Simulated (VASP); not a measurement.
# GdO (F-43m) in VASP: notebook, part 2 of 2

VASP 6.6.1. The steps go on from the part before.

### 3 Single point, r2SCAN, collinear spin, ferromagnetic start

This run uses another cell than the first one, of 20.86 Å³/atom.

Input file POSCAR:

```
GdO
1.0
    0.0000000000      2.7529546205      2.7529546205
    2.7529546205      0.0000000000      2.7529546205
    2.7529546205      2.7529546205      0.0000000000
Gd O
1 1
Direct
    0.0000000000      0.0000000000      0.0000000000
    0.7500000000      0.7500000000      0.7500000000
```

Input file INCAR.step1:

```
SYSTEM = GdO
  PREC = Accurate
  ENCUT = 520
  ISMEAR = -1
  SIGMA = 0.05
  LREAL = .False.
  LASPH = .True.
  NELM = 150
  ISPIN = 2
  MAGMOM = 7 0
  LMAXMIX = 6
  NBANDS = 23
  GGA = PE
  ALGO = Normal
  EDIFF = 1E-4
  LWAVE = .True.
  LCHARG = .False.
```

Input file INCAR.step2:

```
SYSTEM = GdO
  PREC = Accurate
  ENCUT = 520
  EDIFF = 1E-6
  ISMEAR = -1
  SIGMA = 0.05
  LREAL = .False.
  LASPH = .True.
  NELM = 150
  ALGO = Normal
  ISIF = 2
  LWAVE = .False.
  LCHARG = .False.
  ISPIN = 2
  MAGMOM = 7 0
  LORBIT = 11
  LMAXMIX = 6
  METAGGA = R2SCAN
  LMIXTAU = .True.
  NBANDS = 23
  ISTART = 1
```

Input file KPOINTS:

```
Automatic mesh
0
Gamma
  9 9 9
  0 0 0
```

Potentials or basis: VASP PAW PBE potentials, release 64 (Gd, O).

Command:

```sh
cat potpaw_PBE.64/Gd/POTCAR potpaw_PBE.64/O/POTCAR > POTCAR
cp INCAR.step1 INCAR
mpirun -np 1 vasp_std > vasp.out
cp INCAR.step2 INCAR
mpirun -np 1 vasp_std > vasp.out
```

OUTCAR:

```text
SYSTEM = GdO
   PREC = Accurate
   ENCUT = 520
   EDIFF = 1E-6
   ISMEAR = -1
   LREAL = .False.
   LASPH = .True.
   NELM = 150
   ISIF = 2
   ISPIN = 2
   LORBIT = 11
   METAGGA = R2SCAN
   ISTART = 1

 ion  position               nearest neighbor table
   1  0.000  0.000  0.000-   2 2.38   2 2.38   2 2.38   2 2.38
   2  0.750  0.750  0.750-   1 2.38   1 2.38   1 2.38   1 2.38

  LATTYP: Found a face centered cubic cell.
 ALAT       =     5.5059092410

  Lattice vectors:

 A1 = (   0.0000000000,   2.7529546205,   2.7529546205)
 A2 = (   2.7529546205,   0.0000000000,   2.7529546205)
 A3 = (   2.7529546205,   2.7529546205,   0.0000000000)

Analysis of symmetry for initial positions (statically):
=====================================================================
 Subroutine PRICEL returns:
 Original cell was already a primitive cell.

 Routine SETGRP: Setting up the symmetry group for a
 face centered cubic supercell.

 Subroutine GETGRP returns: Found 24 space group operations
 (whereof 24 operations were pure point group operations)
 out of a pool of 48 trial point group operations.

The static configuration has the point symmetry T_d .

Analysis of symmetry for dynamics (positions and initial velocities):
=====================================================================
 Subroutine PRICEL returns:
 Original cell was already a primitive cell.

 Routine SETGRP: Setting up the symmetry group for a
 face centered cubic supercell.

 Subroutine GETGRP returns: Found 24 space group operations
 (whereof 24 operations were pure point group operations)
 out of a pool of 48 trial point group operations.

The dynamic configuration has the point symmetry T_d .

Analysis of structural, dynamic, and magnetic symmetry:
[... 153 lines left out ...]
  ext. energy  EPLUGINS =         0.00000000
  ---------------------------------------------------
  free energy    TOTEN  =       -52.82060676 eV

  energy without entropy =      -52.81548699  energy(sigma->0) =      -52.81804688

 E-fermi :   3.5589     XC(G=0): -10.3721

 val. band max:        3.5576264959   @ k =   0.4444   0.0000   0.0000
 cond. band min:       3.7363105120   @ k =   0.2222   0.1111   0.0000
 fundamental gap:      0.1786840161
 Fermi energy:         3.5588953396

 spin component 1

 k-point     1 :       0.0000    0.0000    0.0000
  band No.  band energies     occupation
      1     -44.1222      1.00000
      2     -20.6245      1.00000
      3     -20.6244      1.00000
      4     -20.6244      1.00000
      5     -16.7333      1.00000
      6      -2.8057      1.00000
[... 613 lines left out ...]
     22      12.6988      0.00000
     23      13.9217      0.00000

 [... further k-points ...]

 spin component 2

 k-point     1 :       0.0000    0.0000    0.0000
  band No.  band energies     occupation
      1     -40.2425      1.00000
      2     -17.8718      1.00000
      3     -17.8718      1.00000
      4     -17.8718      1.00000
      5     -16.5978      1.00000
      6      -1.7988      1.00000
[... 613 lines left out ...]
     22      14.4209      0.00000
     23      15.1455      0.00000

 [... further k-points ...]

------------------------ aborting loop because EDIFF is reached ----------------------------------------

  FORCE on cell =-STRESS in cart. coord.  units (eV):
  Direction    XX          YY          ZZ          XY          YZ          ZX
  --------------------------------------------------------------------------------------
  -------------------------------------------------------------------------------------
  Total       -1.9466512     -1.9466512     -1.9466512      0.0000000     -0.0000000     -0.0000000
  in kB      -74.7431813    -74.7431813    -74.7431813      0.0000000     -0.0000000     -0.0000000
  external PRESSURE =     -74.7431813 kB  Pullay stress =       0.0000000 kB

 VOLUME and BASIS-vectors are now :
 -----------------------------------------------------------------------------
  energy-cutoff  :      520.00
  volume of cell :       41.73
      direct lattice vectors                 reciprocal lattice vectors
     0.000000000  2.752954621  2.752954621    -0.181623045  0.181623045  0.181623045
     2.752954621  0.000000000  2.752954621     0.181623045 -0.181623045  0.181623045
     2.752954621  2.752954621  0.000000000     0.181623045  0.181623045 -0.181623045

 POSITION                                       TOTAL-FORCE (eV/Angst)
 -----------------------------------------------------------------------------------
      0.00000      0.00000      0.00000         0.000000      0.000000      0.000000
      4.12943      4.12943      4.12943        -0.000000     -0.000000     -0.000000
 -----------------------------------------------------------------------------------
    total drift:                                0.000000      0.000000      0.000000

  FREE ENERGIE OF THE ION-ELECTRON SYSTEM (eV)
  ---------------------------------------------------
  free  energy   TOTEN  =       -52.8206067607 eV

  energy  without entropy=      -52.8154869897  energy(sigma->0) =      -52.81804688

 total charge

# of ion       s       p       d       f       tot
--------------------------------------------------
    1        2.034   5.659   0.457   6.975  15.126
    2        1.568   3.440   0.000   0.000   5.008
--------------------------------------------------
tot          3.602   9.099   0.457   6.975  20.133

 magnetization (x)

# of ion       s       p       d       f       tot
--------------------------------------------------
    1        0.000  -0.108   0.197   6.890   6.980
    2        0.007   0.019   0.000   0.000   0.026
--------------------------------------------------
tot          0.007  -0.089   0.197   6.890   7.006
```

OUTCAR.step1:

```text
SYSTEM = GdO
   PREC = Accurate
   ENCUT = 520
   ISMEAR = -1
   LREAL = .False.
   LASPH = .True.
[... 1490 lines left out ...]
      0.00000      0.00000      0.00000        -0.000000      0.000000      0.000000
      4.12943      4.12943      4.12943         0.000000     -0.000000     -0.000000
 -----------------------------------------------------------------------------------
    total drift:                               -0.000001     -0.000001     -0.000001

  FREE ENERGIE OF THE ION-ELECTRON SYSTEM (eV)
  ---------------------------------------------------
  free  energy   TOTEN  =       -22.0134772561 eV

  energy  without entropy=      -21.9956954699  energy(sigma->0) =      -22.00458636
```

It took 3.7 min on 1 thread of Intel Xeon 6975P-C (Granite Rapids), shared host; peak memory 0.24 GiB.

Results:

```yaml
Free_energy: -52.8206 eV
Pressure: -7.5 GPa
Net_moment: 7.93 μB per cell
Site_moments: Gd +6.98; O +0.03 μB
Valence_electrons_inside_the_program's_atomic_spheres: Gd 15.13; O 5.01
```

Levels at points of the mesh, in eV from the Fermi level:
Spin up:
```csv
k point,band 14,band 15,band 16,band 17,band 18,band 19
"(0.00, 0.00, 0.00)",-5.33,-5.33,-2.40,2.70,2.70,4.38
```
Spin down:
```csv
k point,band 6,band 7,band 8,band 9,band 10,band 11
"(0.00, 0.00, 0.00)",-5.36,-5.36,-5.36,-0.82,1.07,1.07
```

Caveat: the cell stands under tension; the PAW data sets were made with another functional, which shifts forces and pressure a little; spin-orbit coupling is left out, which moves the levels of the heavy elements; a cell with one magnetic atom can't hold antiferromagnetic order, which such compounds often take; semilocal functionals describe open f shells poorly, which spoils levels, moments and volumes. With open d or f shells a metallic result of r2SCAN can be an artefact of self-interaction; +U or a hybrid may open a gap.

### 4 Single point, PBE, collinear spin, ferromagnetic start

This run uses another cell than the first one, of 19.68 Å³/atom.

Input file INCAR:

```
PREC = Accurate
ENCUT = 520
EDIFF = 1E-6
ISMEAR = -1
SIGMA = 0.05
LREAL = False
LASPH = True
NELM = 150
ALGO = Normal
ISIF = 2
LWAVE = False
LCHARG = False
ISPIN = 2
MAGMOM = -5.69 0
LORBIT = 11
LMAXMIX = 6
GGA = PE
NBANDS = 23
```

Input file KPOINTS:

```
Automatic mesh
0
Gamma
  9 9 9
```

Input file POSCAR:

```
GdO
1.0
    0.0000000000      2.7000000000      2.7000000000
    2.7000000000      0.0000000000      2.7000000000
    2.7000000000      2.7000000000      0.0000000000
Gd O
1 1
Direct
    0.0000000000      0.0000000000      0.0000000000
    0.7500000000      0.7500000000      0.7500000000
```

Command:

```sh
cat potpaw_PBE.64/Gd/POTCAR potpaw_PBE.64/O/POTCAR > POTCAR
mpirun -np 1 vasp_std > vasp.out
```

It took 2.5 min on 1 thread of Intel Xeon 8259CL, shared host; peak memory 0.21 GiB.

It converged, with:

```
Free energy                                           : -22.0568 eV
Pressure                                              : -0.5 GPa
Net moment                                            : -7.57 μB per cell
Site moments                                          : Gd -6.87; O +0.02 μB
Valence electrons inside the program's atomic spheres : Gd 15.21; O 5.00
```

Levels at points of the mesh, in eV from the Fermi level:
Spin up:
```tsv
k point	band 5	band 6	band 7	band 8	band 9	band 10	band 11	band 12
(0.00, 0.00, 0.00)	-19.42	-5.57	-5.57	-5.57	-1.41	0.40	0.40	0.40
```
Spin down:
```
           k point  band 13  band 14  band 15  band 16  band 17  band 18  band 19  band 20
(0.00, 0.00, 0.00)    -4.67    -4.67    -4.67    -2.20     2.58     2.58     4.51     4.51
```

Caveat: spin-orbit coupling is left out, which moves the levels of the heavy elements; a cell with one magnetic atom can't hold antiferromagnetic order, which such compounds often take; semilocal functionals describe open f shells poorly, which spoils levels, moments and volumes.

### 5 Single point, PBE0, collinear spin, ferromagnetic start

This run uses another cell than the first one, of 19.29 Å³/atom.

Input file POSCAR:

```
GdO
1.0
    0.0000000000      2.6818786486      2.6818786486
    2.6818786486      0.0000000000      2.6818786486
    2.6818786486      2.6818786486      0.0000000000
Gd O
1 1
Direct
    0.0000000000      0.0000000000      0.0000000000
    0.7500000000      0.7500000000      0.7500000000
```

Input file INCAR.step1:

```
SYSTEM = GdO
PREC = Accurate
ENCUT = 520
EDIFF = 1E-5
ISMEAR = -1
SIGMA = 0.05
LREAL = .FALSE.
LASPH = .TRUE.
NELM = 150
ALGO = Normal
ISIF = 2
LWAVE = .TRUE.
LCHARG = .FALSE.
ISPIN = 2
MAGMOM = 7 0
LORBIT = 11
LMAXMIX = 6
GGA = PE
NBANDS = 23
```

Input file INCAR.step2:

```
SYSTEM = GdO
PREC = Accurate
ENCUT = 520
EDIFF = 1E-6
ISMEAR = -1
SIGMA = 0.05
LREAL = .FALSE.
LASPH = .TRUE.
NELM = 150
ALGO = Normal
ISIF = 2
LWAVE = .FALSE.
LCHARG = .FALSE.
ISPIN = 2
MAGMOM = 7 0
LORBIT = 11
LMAXMIX = 6
GGA = PE
LHFCALC = .TRUE.
AEXX = 0.25
PRECFOCK = Normal
ISTART = 1
NBANDS = 23
```

Input file KPOINTS:

```
regular mesh
0
G
  4 4 4
  0 0 0
```

Potentials or basis: VASP PAW PBE potentials, release 64 (Gd, O).

Command:

```sh
cat potpaw_PBE.64/Gd/POTCAR potpaw_PBE.64/O/POTCAR > POTCAR
cp INCAR.step1 INCAR
mpirun -np 1 vasp_std > vasp.out
cp INCAR.step2 INCAR
mpirun -np 1 vasp_std > vasp.out
```

OUTCAR:

```text
SYSTEM = GdO
   PREC = Accurate
   ENCUT = 520
   EDIFF = 1E-6
   ISMEAR = -1
   LREAL = .FALSE.
   LASPH = .TRUE.
   NELM = 150
   ISIF = 2
   ISPIN = 2
   LORBIT = 11
   GGA = PE
   LHFCALC = .TRUE.
   AEXX = 0.25
   PRECFOCK = Normal
   ISTART = 1

 ion  position               nearest neighbor table
   1  0.000  0.000  0.000-   2 2.32   2 2.32   2 2.32   2 2.32
[... 625 lines left out ...]
  external PRESSURE =      -0.9297446 kB  Pullay stress =       0.0000000 kB

 VOLUME and BASIS-vectors are now :
 -----------------------------------------------------------------------------
  energy-cutoff  :      520.00
  volume of cell :       38.58
      direct lattice vectors                 reciprocal lattice vectors
     0.000000000  2.681878649  2.681878649    -0.186436474  0.186436474  0.186436474
     2.681878649  0.000000000  2.681878649     0.186436474 -0.186436474  0.186436474
     2.681878649  2.681878649  0.000000000     0.186436474  0.186436474 -0.186436474

 POSITION                                       TOTAL-FORCE (eV/Angst)
 -----------------------------------------------------------------------------------
      0.00000      0.00000      0.00000         0.000000      0.000000      0.000000
      4.02282      4.02282      4.02282        -0.000000     -0.000000     -0.000000
 -----------------------------------------------------------------------------------
    total drift:                                0.000016     -0.000028      0.000013

  FREE ENERGIE OF THE ION-ELECTRON SYSTEM (eV)
  ---------------------------------------------------
  free  energy   TOTEN  =       -38.4794210594 eV

  energy  without entropy=      -38.4776586480  energy(sigma->0) =      -38.47853985

 total charge

# of ion       s       p       d       f       tot
--------------------------------------------------
    1        2.033   5.671   0.472   6.979  15.154
    2        1.571   3.481   0.000   0.000   5.052
--------------------------------------------------
tot          3.604   9.152   0.472   6.979  20.206

 magnetization (x)

# of ion       s       p       d       f       tot
--------------------------------------------------
    1        0.006  -0.040   0.187   6.913   7.066
    2        0.007   0.021   0.000   0.000   0.028
--------------------------------------------------
tot          0.012  -0.019   0.187   6.913   7.094
```

OUTCAR.step1:

```text
SYSTEM = GdO
   PREC = Accurate
   ENCUT = 520
   EDIFF = 1E-5
   ISMEAR = -1
   LREAL = .FALSE.
[... 649 lines left out ...]

 total charge

# of ion       s       p       d       f       tot
--------------------------------------------------
    1        2.035   5.638   0.485   7.065  15.223
    2        1.569   3.435   0.000   0.000   5.005
--------------------------------------------------
tot          3.604   9.073   0.485   7.065  20.228

 magnetization (x)

# of ion       s       p       d       f       tot
--------------------------------------------------
    1        0.002  -0.054   0.180   6.756   6.883
    2        0.003  -0.015   0.000   0.000  -0.012
--------------------------------------------------
tot          0.005  -0.069   0.180   6.756   6.871
```

It took 24 min on 1 thread of Intel Xeon Platinum 8375C at 2.90GHz (Ice Lake), shared host; peak memory 0.21 GiB.

Results:

```
Free energy                                           : -38.4794 eV
Pressure                                              : -0.1 GPa
Band gap on the k mesh                                : zero (filled and empty bands overlap)
Net moment                                            : 7.97 μB per cell
Site moments                                          : Gd +7.07; O +0.03 μB
Valence electrons inside the program's atomic spheres : Gd 15.15; O 5.05
```

Levels at points of the mesh, in eV from the Fermi level:
Spin up:
```tsv
k point	band 12	band 13	band 14	band 15	band 16	band 17	band 18	band 19	band 20	band 21
(0.00, 0.00, 0.00)	-8.45	-6.77	-6.77	-6.77	-2.97	3.97	3.97	5.88	5.88	5.88
(0.50, 0.00, 0.00)	-8.45	-6.57	-6.33	-6.33	-0.05	3.78	3.78	4.08	5.97	5.97
(0.50, 0.50, 0.00)	-8.47	-7.29	-5.56	-5.56	-1.52	2.20	5.70	5.94	5.94	8.82
```
Spin down:
```csv
k point,band 6,band 7,band 8,band 9,band 10,band 11
"(0.00, 0.00, 0.00)",-6.67,-6.67,-6.67,-0.72,4.23,4.23
"(0.50, 0.00, 0.00)",-6.22,-6.22,-6.16,2.69,3.72,4.07
"(0.50, 0.50, 0.00)",-7.23,-5.43,-5.43,2.19,2.69,4.30
```

Caveat: the k points lie up to 0.51 Å⁻¹ apart, too coarse for converged energies and pressures of a metal; the PAW data sets were made with another functional, which shifts forces and pressure a little; spin-orbit coupling is left out, which moves the levels of the heavy elements; a cell with one magnetic atom can't hold antiferromagnetic order, which such compounds often take. The state reached can hang on the start; a lower one may exist.

### 6 Single point, PBE0, collinear spin, ferromagnetic start

This run uses another cell than the first one, of 18.50 Å³/atom.

Input file POSCAR:

```
GdO
1.0
    0.0000000000      2.6448824935      2.6448824935
    2.6448824935      0.0000000000      2.6448824935
    2.6448824935      2.6448824935      0.0000000000
Gd O
1 1
Direct
    0.0000000000      0.0000000000      0.0000000000
    0.7500000000      0.7500000000      0.7500000000
```

Input file INCAR.step1:

```
PREC = Accurate ; ENCUT = 520
EDIFF = 1E-5 ; ISMEAR = -1
SIGMA = 0.05 ; LREAL = F
LASPH = T ; NELM = 150
ALGO = Normal ; ISIF = 2
LWAVE = T ; LCHARG = F
ISPIN = 2 ; MAGMOM = 7 0
LORBIT = 11 ; LMAXMIX = 6
GGA = PE ; NBANDS = 23
```

Input file INCAR.step2:

```
PREC = Accurate ; ENCUT = 520
EDIFF = 1E-6 ; ISMEAR = -1
SIGMA = 0.05 ; LREAL = F
LASPH = T ; NELM = 150
ALGO = Normal ; ISIF = 2
LWAVE = F ; LCHARG = F
ISPIN = 2 ; MAGMOM = 7 0
LORBIT = 11 ; LMAXMIX = 6
GGA = PE ; LHFCALC = T
AEXX = 0.25 ; PRECFOCK = Normal
ISTART = 1 ; NBANDS = 23
```

Input file KPOINTS:

```
Automatic mesh
0
Gamma
  4 4 4
```

Potentials or basis: VASP PAW PBE potentials, release 64 (Gd, O).

Command:

```sh
cat potpaw_PBE.64/Gd/POTCAR potpaw_PBE.64/O/POTCAR > POTCAR
cp INCAR.step1 INCAR
mpirun -np 1 vasp_std > vasp.out
cp INCAR.step2 INCAR
mpirun -np 1 vasp_std > vasp.out
```

Wall time 29 min (1 thread of Intel Xeon Platinum 8259CL at 2.50GHz (Skylake/Cascade Lake), shared host); peak memory 0.2 GiB.

The run converged. Its results:

```
Free energy                                           : -38.4544 eV
Pressure                                              : 4.9 GPa
Band gap on the k mesh                                : zero (filled and empty bands overlap)
Net moment                                            : 7.97 μB per cell
Site moments                                          : Gd +7.07; O +0.03 μB
Valence electrons inside the program's atomic spheres : Gd 15.19; O 5.07
```

Levels at points of the mesh, in eV from the Fermi level:
Spin up:
| k point | band 13 | band 14 | band 15 | band 16 | band 17 | band 18 | band 19 | band 20 |
| --- | --- | --- | --- | --- | --- | --- | --- | --- |
| (0.00, 0.00, 0.00) | -6.95 | -6.95 | -6.95 | -2.95 | 4.04 | 4.04 | 6.08 | 6.08 |
| (0.50, 0.00, 0.00) | -6.68 | -6.50 | -6.50 | -0.06 | 3.86 | 3.86 | 4.19 | 6.18 |
| (0.50, 0.50, 0.00) | -7.44 | -5.66 | -5.66 | -1.56 | 2.20 | 5.89 | 6.15 | 6.15 |
Spin down:
```
           k point  band 5  band 6  band 7  band 8  band 9  band 10  band 11  band 12
(0.00, 0.00, 0.00)  -22.11   -6.92   -6.92   -6.92   -0.71     4.32     4.32     4.32
(0.50, 0.00, 0.00)  -20.14   -6.43   -6.43   -6.28    2.70     3.77     4.14     4.14
(0.50, 0.50, 0.00)  -19.66   -7.48   -5.55   -5.55    2.21     2.68     4.40     4.49
```

Caveat: the k points lie up to 0.51 Å⁻¹ apart, too coarse for converged energies and pressures of a metal; the PAW data sets were made with another functional, which shifts forces and pressure a little; spin-orbit coupling is left out, which moves the levels of the heavy elements; a cell with one magnetic atom can't hold antiferromagnetic order, which such compounds often take.

### 7 Overview

```tsv
level	cell	k mesh	grid for exact exchange (PRECFOCK)	share of exact exchange	gap on the mesh (eV)	pressure (GPa)	moment (μB)
r2SCAN	a = 3.869 Å, angles 60.0°, 2 atoms	9 × 9 × 9	-	-	none	-6.0	7.93
r2SCAN	a = 3.893 Å, angles 60.0°, 2 atoms	9 × 9 × 9	-	-	none	-7.5	7.93
PBE	a = 3.818 Å, angles 60.0°, 2 atoms	9 × 9 × 9	-	-	none	-0.5	7.57
PBE0	a = 3.793 Å, angles 60.0°, 2 atoms	4 × 4 × 4	Normal	0.25	none	-0.1	7.97
PBE0	a = 3.740 Å, angles 60.0°, 2 atoms	4 × 4 × 4	Normal	0.25	none	4.9	7.97
```

Alike in all rows: task single point; potentials or basis VASP PAW PBE potentials, release 64 (Gd, O); spin collinear, ferromagnetic start; cutoff (eV) 520; smearing fermi-dirac 0.05 eV.

Caveats: some runs use coarse meshes; spin-orbit coupling is left out, which moves the levels of the heavy elements; a cell with one magnetic atom can't hold antiferromagnetic order, which such compounds often take; the PAW data sets were made with another functional, which shifts forces and pressure a little (at least some runs); semilocal functionals describe open f shells poorly, which spoils levels, moments and volumes (at least some runs); the cell stands under tension (at least some runs).

Absolute energies hang on the potentials; compare differences alone.
